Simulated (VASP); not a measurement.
**CoO: single point with PBE**

Crystal: CoO.

```
Co O
1.0
     3.15530    0.00000    0.00000
    -1.57765    2.73257    0.00000
     0.00000    0.00000    5.34139
Co O
2 2
Direct
  0.00000 0.00000 0.00830
  0.33333 0.66667 0.50830
  0.00000 0.00000 0.36670
  0.33333 0.66667 0.86670
```

```
Program                : VASP 6.6.1
Task                   : single point
Functional             : PBE
Potentials or basis    : VASP PAW PBE potentials, release 64 (Co, O)
Cutoff                 : 520 eV
k mesh                 : 12 × 12 × 8
Occupations            : gaussian, width 0.01 eV
Spin                   : collinear spin, antiferromagnetic start
Starting moments       : [-2.33, 2.33, 0.18, -0.18] μB
Dipole correction      : no
Further INCAR settings : ALGO = Normal; EDIFF = 1e-06; NBANDS = 27
```

```yaml
Pressure: -0.8 GPa
Largest_force: 0.006 eV/Å
Band_gap_on_the_k_mesh: 0.15 eV (least direct gap 0.23 eV)
Net_moment: 0.00 μB per cell
Site_moments: Co -2.28, +2.28; O +0.16, -0.16 μB
Valence_electrons_inside_the_program's_atomic_spheres: Co 8.00; O 4.99
```

Forces in eV/Å, atoms in the order of the input:
```
Co   0.000  0.000 -0.006
Co   0.000  0.000 -0.006
O    0.000  0.000  0.006
O    0.000  0.000  0.006
```

Stress tensor (GPa, compression positive):
```
-0.08  0.00  0.00
 0.00 -0.08  0.00
 0.00  0.00 -2.16
```

Levels at points of the mesh, in eV from the valence-band top:
Spin up:
```tsv
k point	band 11	band 12	band 13	band 14	band 15	band 16	band 17	band 18	band 19	band 20
(0.00, 0.00, 0.00)	-1.77	-1.01	-1.01	-0.06	-0.06	0.27	1.77	2.12	2.12	5.77
(0.50, 0.00, 0.00)	-1.84	-1.77	-1.34	-0.23	-0.09	0.15	0.85	1.49	5.90	6.28
(0.00, 0.00, 0.50)	-1.41	-0.97	-0.97	0.00	0.00	0.89	1.98	1.98	2.69	3.20
(0.50, 0.00, 0.50)	-1.81	-1.59	-1.17	-0.41	-0.20	0.31	0.97	1.36	5.51	5.97
```
Spin down:
```
           k point  band 11  band 12  band 13  band 14  band 15  band 16  band 17  band 18  band 19  band 20
(0.00, 0.00, 0.00)    -1.77    -1.01    -1.01    -0.06    -0.06     0.27     1.77     2.12     2.12     5.77
(0.50, 0.00, 0.00)    -1.84    -1.77    -1.34    -0.23    -0.09     0.15     0.85     1.49     5.90     6.28
(0.00, 0.00, 0.50)    -1.41    -0.97    -0.97     0.00     0.00     0.89     1.98     1.98     2.69     3.20
(0.50, 0.00, 0.50)    -1.81    -1.59    -1.17    -0.41    -0.20     0.31     0.97     1.36     5.51     5.97
```

It took 5.6 min on 1 thread of Oxide Virtual Turin-like Processor, with other jobs on the host, peak memory 0.26 GiB.

A k mesh can miss the band edges.
